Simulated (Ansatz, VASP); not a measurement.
**Two plane-wave programs on As**

```
CELL_PARAMETERS angstrom
1.88080 1.08588 3.51406
-1.88080 1.08588 3.51406
0.00000 -2.17176 3.51406
ATOMIC_POSITIONS crystal
As 0.77400 0.77400 0.77400
As 0.22600 0.22600 0.22600
```

Alike in both runs: task single point; functional PBE; dispersion D3(BJ); k mesh 6 × 6 × 6; occupations gaussian, width 0.1 eV; no spin polarisation.

```csv
,VASP,Ansatz
version,VASP 6.6.1,Ansatz 0.2.0
potentials or method,"VASP PAW PBE potentials, release 64 (As_d), cutoff 600 eV","scalar-relativistic, plane waves, PAW"
valence electrons in the cell,30,30
```

```tsv
	VASP	Ansatz	Ansatz less VASP
gap on the k mesh at the Fermi level (eV)	none	none	-
pressure (GPa)	0.4	0.4	0.00
traceless stress, the component that is largest in VASP (GPa)	-0.94	-0.93	+0.012
rms of the force components (eV/Å)	0.196	0.188	-0.0077
```

Atom by atom the forces differ by 0.008 eV/Å (rms over components). A gap of «none» marks a metal or a gap that the smearing closes.
